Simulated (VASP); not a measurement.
**Ni: single point with PBE**

Crystal: Ni.

```
Ni
1.0
     0.00000    1.73757    1.73757
     1.73757    0.00000    1.73757
     1.73757    1.73757    0.00000
Ni
1
Direct
  0.00000 0.00000 0.00000
```

* Program: VASP 6.6.1
* Task: single point
* Functional: PBE
* Potentials or basis: VASP PAW PBE potentials, release 64 (Ni)
* Cutoff: 520 eV
* k mesh: 13 × 13 × 13
* Occupations: gaussian, width 0.026 eV
* Spin: collinear spin, ferromagnetic start
* Starting moments: [1.0] μB
* Dipole correction: no
* Further INCAR settings: ALGO = Fast; EDIFF = 1e-07; NBANDS = 15

```json
{"Pressure": "7.8 GPa", "Net moment": "0.62 μB per cell", "Site moments": "Ni +0.63 μB", "Valence electrons inside the program's atomic spheres": "Ni 9.38"}
```

Levels at points of the mesh, in eV from the Fermi level:
Spin up:
| k point | band 2 | band 3 | band 4 | band 5 | band 6 | band 7 | band 8 | band 9 |
| --- | --- | --- | --- | --- | --- | --- | --- | --- |
| (0.00, 0.00, 0.00) | -2.55 | -2.55 | -2.55 | -1.30 | -1.30 | 24.01 | 28.16 | 28.16 |
Spin down:
| k point | band 3 | band 4 | band 5 | band 6 | band 7 | band 8 |
| --- | --- | --- | --- | --- | --- | --- |
| (0.00, 0.00, 0.00) | -1.80 | -1.80 | -0.73 | -0.73 | 23.86 | 28.14 |

Wall time 23 s on 1 thread of Intel(R) Xeon(R) Platinum 8375C CPU @ 2.90GHz (Ice Lake), with other jobs on the host, peak memory 0.14 GiB.
